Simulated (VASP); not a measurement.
# Ti (Pm-3m) in VASP: further runs, part 3 of 3

VASP 6.6.1. The steps go on from the part before.

## (5) Relaxation of cell and atoms, r2SCAN, target pressure 40 GPa, at which the enthalpy is minimised

This run uses another cell than the first one, of 19.47 Å³/atom.

Contents of POSCAR:

```
Ti
1.0
    2.6900000000      0.0000000000      0.0000000000
    0.0000000000      2.6900000000      0.0000000000
    0.0000000000      0.0000000000      2.6900000000
Ti
1
Direct
    0.0000000000      0.0000000000      0.0000000000
```

Contents of INCAR.step1:

```
PREC = Accurate
ENCUT = 600
ISMEAR = -1
SIGMA = 0.1
LREAL = False
LASPH = True
NELM = 80
GGA = PE
ALGO = Normal
EDIFF = 1E-4
LWAVE = True
LCHARG = False
```

Contents of INCAR.step2:

```
PREC = Accurate
ENCUT = 600
EDIFF = 1E-6
ISMEAR = -1
SIGMA = 0.1
LREAL = False
LASPH = True
NELM = 80
ALGO = Normal
ISIF = 3
LWAVE = False
LCHARG = False
METAGGA = R2SCAN
LMIXTAU = True
IBRION = 2
NSW = 80
EDIFFG = -0.02
PSTRESS = 400.0
ISTART = 1
```

Contents of KPOINTS:

```
Automatic mesh
0
Gamma
  17 17 17
```

Potentials or basis: VASP PAW PBE potentials, release 64 (Ti_sv).

The run is started by

```sh
$ cat potpaw_PBE.64/Ti_sv/POTCAR > POTCAR
$ cp INCAR.step1 INCAR
$ mpirun -np 1 vasp_std > vasp.out
$ cp INCAR.step2 INCAR
$ mpirun -np 1 vasp_std > vasp.out
```

OUTCAR:

```text
PREC = Accurate
   ENCUT = 600
   EDIFF = 1E-6
   ISMEAR = -1
   LREAL = False
   LASPH = True
   NELM = 80
   ISIF = 3
   METAGGA = R2SCAN
   IBRION = 2
   NSW = 80
   EDIFFG = -0.02
   PSTRESS = 400.0
   ISTART = 1

 ion  position               nearest neighbor table
   1  0.000  0.000  0.000-

  LATTYP: Found a simple cubic cell.
 ALAT       =     2.6900000000

  Lattice vectors:

 A1 = (   2.6900000000,   0.0000000000,   0.0000000000)
 A2 = (   0.0000000000,   2.6900000000,   0.0000000000)
 A3 = (   0.0000000000,   0.0000000000,   2.6900000000)

Analysis of symmetry for initial positions (statically):
=====================================================================
 Subroutine PRICEL returns:
 Original cell was already a primitive cell.

 Routine SETGRP: Setting up the symmetry group for a
 simple cubic supercell.

 Subroutine GETGRP returns: Found 48 space group operations
 (whereof 48 operations were pure point group operations)
 out of a pool of 48 trial point group operations.

The static configuration has the point symmetry O_h .

Analysis of symmetry for dynamics (positions and initial velocities):
=====================================================================
 Subroutine PRICEL returns:
 Original cell was already a primitive cell.

 Routine SETGRP: Setting up the symmetry group for a
 simple cubic supercell.

 Subroutine GETGRP returns: Found 48 space group operations
 (whereof 48 operations were pure point group operations)
 out of a pool of 48 trial point group operations.

The dynamic configuration has the point symmetry O_h .

 Subroutine INISYM returns: Found 48 space group operations
 (whereof 48 operations are pure point group operations),
 and found     1 'primitive' translations

----------------------------------------------------------------------------------------

                                     Primitive cell

  volume of cell :      19.4651

  direct lattice vectors                    reciprocal lattice vectors
     2.690000000  0.000000000  0.000000000     0.371747212  0.000000000  0.000000000
     0.000000000  2.690000000  0.000000000     0.000000000  0.371747212  0.000000000
     0.000000000  0.000000000  2.690000000     0.000000000  0.000000000  0.371747212

  length of vectors
     2.690000000  2.690000000  2.690000000     0.371747212  0.371747212  0.371747212

  position of ions in fractional coordinates (direct lattice)
     0.000000000  0.000000000  0.000000000

  ion indices of the primitive-cell ions
   primitive index   ion index
                 1           1

----------------------------------------------------------------------------------------

 KPOINTS: Automatic mesh

Automatic generation of k-mesh.
 Grid dimensions read from file:
 generate k-points for:   17   17   17

 Generating k-lattice:

  Cartesian coordinates                     Fractional coordinates (reciprocal lattice)
     0.021867483  0.000000000  0.000000000     0.058823529  0.000000000  0.000000000
     0.000000000  0.021867483  0.000000000     0.000000000  0.058823529  0.000000000
     0.000000000  0.000000000  0.021867483     0.000000000  0.000000000  0.058823529

  Length of vectors
     0.021867483  0.021867483  0.021867483

  Shift w.r.t. Gamma in fractional coordinates (k-lattice)
     0.000000000  0.000000000  0.000000000

 Subroutine IBZKPT returns following result:
 ===========================================

 Found    165 irreducible k-points:

 Following reciprocal coordinates:
            Coordinates               Weight
  0.000000  0.000000  0.000000      1.000000
  0.058824  0.000000  0.000000      6.000000
  0.117647  0.000000  0.000000      6.000000
  0.176471  0.000000  0.000000      6.000000
  0.235294  0.000000  0.000000      6.000000
  0.294118  0.000000  0.000000      6.000000
[... 16 lines left out ...]
  0.411765  0.117647  0.000000     24.000000
  0.470588  0.117647  0.000000     24.000000
 [... further k-points ...]
   k-points           NKPTS =    165   k-points in BZ     NKDIM =    165   number of bands    NBANDS=     10
   number of dos      NEDOS =    301   number of ions     NIONS =      1
   total plane-waves  NPLWV =  13824
   dimension x,y,z NGX =    24 NGY =   24 NGZ =   24
   dimension x,y,z NGXF=    48 NGYF=   48 NGZF=   48
   ions per type =               1
   NGX,Y,Z   is equivalent  to a cutoff of  14.83, 14.83, 14.83 a.u.
   NGXF,Y,Z  is equivalent  to a cutoff of  29.66, 29.66, 29.66 a.u.
 SYSTEM =  unknown system
   PREC   = accura    normal or accurate (medium, high low for compatibility)
   ISTART =      1    job   : 0-new  1-cont  2-samecut
   ICHARG =      0    charge: 1-file 2-atom 10-const
   ISPIN  =      1    spin polarized calculation?
   LNONCOLLINEAR =      F non collinear calculations
   LSORBIT =      F    spin-orbit coupling
   LASPH  =      T    aspherical Exc in radial PAW
   ENCUT  =  600.0 eV  44.10 Ry    6.64 a.u.   5.37  5.37  5.37*2*pi/ulx,y,z
   NELM   =     80;   NELMIN=  2; NELMDL=  0     # of ELM steps
   EDIFF  = 0.1E-05   stopping-criterion for ELM
   LREAL  =      F    real-space projection
   EDIFFG = -.2E-01   stopping-criterion for IOM
   NSW    =     80    number of steps for IOM
   IBRION =      2    ionic relax: 0-MD 1-quasi-New 2-CG
   NFREE  =      1    steps in history (QN), initial steepest desc. (CG)
   ISIF   =      3    stress and relaxation
   ISYM   =      2    0-nonsym 1-usesym 2-fastsym
   POTIM  = 0.5000    time-step for ionic-motion
   TEBEG  =    0.0;   TEEND  =   0.0 temperature during run
   PSTRESS=  400.0 pullay stress
   NELECT =      12.0000    total number of electrons
   NUPDOWN=      -1.0000    fix difference up-down
   EMIN   =  10.00;   EMAX   =-10.00  energy-range for DOS
   EFERMI =   0.00;   METHOD = LEGACY
   ISMEAR =    -1;   SIGMA  =   0.10  broadening in eV -4-tet -1-fermi 0-gaus
   EFERMI_NEDOS =   21; number of points for ismear=-14 and -15
   IALGO  =     38    algorithm
   IMIX   =      4    mixing-type and parameters
     AMIX     =   0.40;   BMIX     =  1.00
     AMIX_MAG =   1.60;   BMIX_MAG =  1.00
  volume/ion in A,a.u.               =      19.47       131.36
  Fermi-wavevector in a.u.,A,eV,Ry     =   1.393316  2.632986 26.413392  1.941330
  Thomas-Fermi vector in A             =   2.516974
   LORBIT       =      0    0 simple, 1 ext, 2 COOP (PROOUT), +10 PAW based schemes
   METAGGA = R2SCAN    functional components
   LHFCALC =     F    Hartree Fock is set to
   AEXX    =    0.0000 exact exchange contribution
   IVDW    =     0    specifies the selected vdW correction
   LEPSILON=     F    determine dielectric tensor
   LRPA    =     F    only Hartree local field effects (RPA)
 conjugate gradient relaxation of ions
 non-spin polarized calculation
  energy-cutoff  :      600.00
  volume of cell :       19.47
 maximum number of plane-waves:       667
 NGX is ok and might be reduce to    24
   NGX = 11   NGY = 11   NGZ = 11

--------------------------------------- Ionic step        1  -------------------------------------------

 number of electron      12.0000000 magnetization

 Free energy of the ion-electron system (eV)
  ---------------------------------------------------
  ext. energy  EPLUGINS =         0.00000000
  ---------------------------------------------------
  free energy    TOTEN  =       -12.04943198 eV

  energy without entropy =      -11.98320986  energy(sigma->0) =      -12.01632092

 E-fermi :   7.0367     XC(G=0): -11.7157

 val. band max:        7.0333707756   @ k =   0.2353   0.1765   0.1176
 cond. band min:       7.0435776629   @ k =   0.4706   0.4118   0.2941
 fundamental gap:      0.0102068874
 Fermi energy:         7.0366984310

 k-point     1 :       0.0000    0.0000    0.0000
  band No.  band energies     occupation
      1     -51.9270      2.00000
      2     -26.7367      2.00000
      3     -26.7367      2.00000
      4     -26.7367      2.00000
      5       1.0675      2.00000
      6       5.7440      2.00000
      7       5.7440      2.00000
      8      11.0356      0.00000
      9      11.0356      0.00000
     10      11.0356      0.00000
[... 444 lines left out ...]
  enthalpy is  TOTEN    =        -8.2190679376 eV   P V=        3.4329688879

--------------------------------------- Ionic step        5  -------------------------------------------

 number of electron      11.9999999 magnetization

 Free energy of the ion-electron system (eV)
  ---------------------------------------------------
  ext. energy  EPLUGINS =         0.00000000
  ---------------------------------------------------
  free energy    TOTEN  =       -11.59302422 eV

  energy without entropy =      -11.54323657  energy(sigma->0) =      -11.56813039

 E-fermi :  11.2154     XC(G=0): -13.6163

 val. band max:       11.2124213963   @ k =   0.3529   0.3529   0.1176
 cond. band min:      11.2164409522   @ k =   0.4118   0.2941   0.2353
 fundamental gap:      0.0040195558
 Fermi energy:        11.2154009377

 k-point     1 :       0.0000    0.0000    0.0000
  band No.  band energies     occupation
      1     -47.5676      2.00000
      2     -21.6139      2.00000
      3     -21.6139      2.00000
      4     -21.6139      2.00000
      5       4.6704      2.00000
      6       8.9829      2.00000
      7       8.9829      2.00000
      8      16.9230      0.00000
      9      16.9230      0.00000
     10      16.9230      0.00000
[... 327 lines left out ...]
  FREE ENERGIE OF THE ION-ELECTRON SYSTEM (eV)
  ---------------------------------------------------
  free  energy   TOTEN  =       -11.5930242167 eV

  energy  without entropy=      -11.5432365675  energy(sigma->0) =      -11.56813039

  enthalpy is  TOTEN    =        -8.2219052287 eV   P V=        3.3711189880

 reached required accuracy - stopping structural energy minimisation
```

It took 3.4 min on 1 thread of Intel Xeon 6975P-C (Granite Rapids), shared host; peak memory 0.19 GiB.

What came out:

- Free energy: -11.5930 eV
- Relaxed volume: 13.50 Å³/atom
- Relaxed cell: a = 2.381 Å, b = 2.381 Å, c = 2.381 Å, α = 90.00°, β = 90.00°, γ = 90.00°
- Space group after relaxing (to 0.1 Å): Pm-3m (No. 221)
- Energy change on relaxing (the run minimises the enthalpy): +456.4 meV/atom
- Ionic steps: 5
- Pressure after relaxing: 39.9 GPa
- Band gap on the k mesh: zero (bands 6 and 7 overlap by 3.22 eV)

The path:
```
step  energy change (eV)  largest force (eV/Å)  pressure (GPa)  volume (Å³)
   1              0.0000                0.0000           -4.60        19.47
   2              5.1186                0.0000          325.74         7.84
   3              0.3138                0.0000           31.17        14.15
   4              0.3974                0.0000           36.43        13.75
   5              0.4564                0.0000           39.89        13.50
```

Final structure:
```
CELL_PARAMETERS angstrom
2.38127 0.00000 0.00000
0.00000 2.38127 0.00000
0.00000 0.00000 2.38127
ATOMIC_POSITIONS crystal
Ti 0.00000 0.00000 0.00000
```

Caveat: the cell is relaxed towards a set pressure, so the run minimises the enthalpy, not the energy; the volume moved by over 15 % at a fixed basis, so the end points are rough; the PAW data sets were made with another functional, which shifts forces and pressure a little.

## (6) Relaxation of cell and atoms, r2SCAN, target pressure 60 GPa, at which the enthalpy is minimised

This run uses another cell than the first one, of 19.47 Å³/atom.

POSCAR is that of step 5.

Contents of INCAR.step1:

```
  ALGO = Normal
  EDIFF = 1E-4
  ENCUT = 600
  GGA = PE
  ISMEAR = -1
  LASPH = T
  LCHARG = F
  LREAL = F
  LWAVE = T
  NELM = 80
  PREC = Accurate
  SIGMA = 0.1
```

Contents of INCAR.step2:

```
  ALGO = Normal
  EDIFF = 1E-6
  EDIFFG = -0.02
  ENCUT = 600
  IBRION = 2
  ISIF = 3
  ISMEAR = -1
  ISTART = 1
  LASPH = T
  LCHARG = F
  LMIXTAU = T
  LREAL = F
  LWAVE = F
  METAGGA = R2SCAN
  NELM = 80
  NSW = 80
  PREC = Accurate
  PSTRESS = 600.0
  SIGMA = 0.1
```

Contents of KPOINTS:

```
k-points
0
Gamma
  17 17 17
```

Potentials or basis: VASP PAW PBE potentials, release 64 (Ti_sv).

The run is started by

```sh
$ cat potpaw_PBE.64/Ti_sv/POTCAR > POTCAR
$ cp INCAR.step1 INCAR
$ mpirun -np 1 vasp_std > vasp.out
$ cp INCAR.step2 INCAR
$ mpirun -np 1 vasp_std > vasp.out
```

It took 6.8 min on 1 thread of Intel Xeon 6975P-C (Granite Rapids), shared host; peak memory 0.19 GiB.

It converged, with:

```yaml
Free_energy: -11.2431 eV
Relaxed_volume: 12.37 Å³/atom
Relaxed_cell: a = 2.313 Å, b = 2.313 Å, c = 2.313 Å, α = 90.00°, β = 90.00°, γ = 90.00°
Space_group_after_relaxing_to_0.1_Å: Pm-3m (No. 221)
Energy_change_on_relaxing_the_run_minimises_the_enthalpy: +806.3 meV/atom
Ionic_steps: 21
Pressure_after_relaxing: 59.8 GPa
Band_gap_on_the_k_mesh: zero (bands 6 and 7 overlap by 3.52 eV)
```

Step by step:
```csv
step,energy change (eV),largest force (eV/Å),pressure (GPa),volume (Å³)
1,0.0000,0.0000,-4.60,19.47
2,20.8453,0.0000,1714.55,4.67
3,0.0276,0.0000,9.72,16.53
4,0.1829,0.0000,22.59,14.93
5,0.8851,0.0000,64.34,12.16
6,0.7985,0.0000,59.56,12.39
7,0.7986,0.0000,59.57,12.39
8,0.7988,0.0000,59.56,12.39
9,0.7988,0.0000,59.58,12.39
10,0.7988,0.0000,59.57,12.39
11,0.7988,0.0000,59.58,12.39
12,0.7988,0.0000,59.59,12.39
13,0.7989,0.0000,59.58,12.39
14,0.7989,0.0000,59.58,12.39
15,0.7989,0.0000,59.58,12.39
16,0.7991,0.0000,59.58,12.39
17,0.7993,0.0000,59.58,12.39
18,0.7998,0.0000,59.60,12.39
19,0.8007,0.0000,59.63,12.38
20,0.8026,0.0000,59.66,12.38
21,0.8063,0.0000,59.76,12.37
```

Final structure:
```
CELL_PARAMETERS angstrom
2.31256 0.00000 0.00000
0.00000 2.31256 0.00000
0.00000 0.00000 2.31256
ATOMIC_POSITIONS crystal
Ti 0.00000 0.00000 0.00000
```

Levels at points of the mesh, in eV from the Fermi level:
| k point | band 4 | band 5 | band 6 | band 7 | band 8 | band 9 |
| --- | --- | --- | --- | --- | --- | --- |
| (0.00, 0.00, 0.00) | -32.58 | -6.57 | -2.55 | -2.55 | 6.19 | 6.19 |

Caveat: the cell is relaxed towards a set pressure, so the run minimises the enthalpy, not the energy; the volume moved by over 15 % at a fixed basis, so the end points are rough; the PAW data sets were made with another functional, which shifts forces and pressure a little.

## (7) Summary

| task | cell | cutoff (eV) | gap on the mesh (eV) | pressure (GPa) |
| --- | --- | --- | --- | --- |
| single point | a = 2.628 Å, 1 atom | 520 | none | 0.3 |
| relaxation of cell and atoms | relaxed from a = 2.690 Å, 1 atom | 600 | none | -0.1 |
| relaxation of cell and atoms | relaxed to 20 GPa from a = 2.690 Å, 1 atom | 600 | none | 19.9 |
| relaxation of cell and atoms | relaxed to 40 GPa from a = 2.690 Å, 1 atom | 600 | none | 39.9 |
| relaxation of cell and atoms | relaxed to 60 GPa from a = 2.690 Å, 1 atom | 600 | none | 59.8 |

Alike in all rows: level r2SCAN; potentials or basis VASP PAW PBE potentials, release 64 (Ti_sv); no spin polarisation; k mesh 17 × 17 × 17; smearing fermi-dirac 0.1 eV.

Caveats: the PAW data sets were made with another functional, which shifts forces and pressure a little; the cell is relaxed towards a set pressure, so the run minimises the enthalpy, not the energy (at least some runs); the volume moved by over 15 % at a fixed basis, so the end points are rough (at least some runs).

Total energies depend on the potentials used, so only differences within one code and one set of settings carry meaning.

The gap in the log of VASP goes by the Fermi energy; the results here count the filled bands.